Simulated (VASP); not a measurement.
A run of VASP 6.6.1:

INCAR

```
SYSTEM = MoC2
PREC = Accurate
ENCUT = 520
EDIFF = 1E-7
ISMEAR = 0
SIGMA = 0.1
LREAL = .FALSE.
LASPH = .TRUE.
NELM = 80
ALGO = Normal
ISIF = 2
LWAVE = .FALSE.
LCHARG = .TRUE.
GGA = PE
LELF = .TRUE.
LVHAR = .TRUE.
NBANDS = 31
```

The input KPOINTS:

```
regular mesh
0
G
  4 4 4
  0 0 0
```

File POSCAR:

```
MoC2
1.0
    0.0000000000      3.4978685800      3.4978685800
    3.4978685800      0.0000000000      3.4978685800
    3.4978685800      3.4978685800      0.0000000000
Mo C
2 4
Direct
    0.2500000000      0.2500000000      0.2500000000
    0.0000000000      0.0000000000      0.0000000000
    0.6250000000      0.6250000000      0.1250000000
    0.6250000000      0.1250000000      0.6250000000
    0.6250000000      0.6250000000      0.6250000000
    0.1250000000      0.6250000000      0.6250000000
```

Potentials or basis: VASP PAW PBE potentials, release 64 (Mo_sv, C).

Command:

```console
$ cat potpaw_PBE.64/Mo_sv/POTCAR potpaw_PBE.64/C/POTCAR > POTCAR
$ mpirun -np 1 vasp_std > vasp.out
```

Hardware: 1 thread of Intel(R) Xeon(R) Platinum 8259CL CPU @ 2.50GHz (Skylake/Cascade Lake), with other jobs on the host.

**Question.** Estimate the wall time of this run.

**Answer.** Run time: 39 s on 1 thread of Intel(R) Xeon(R) Platinum 8259CL CPU @ 2.50GHz (Skylake/Cascade Lake) (shared host), peak memory 0.24 GiB. Counts: scf iterations 16, k points 8.
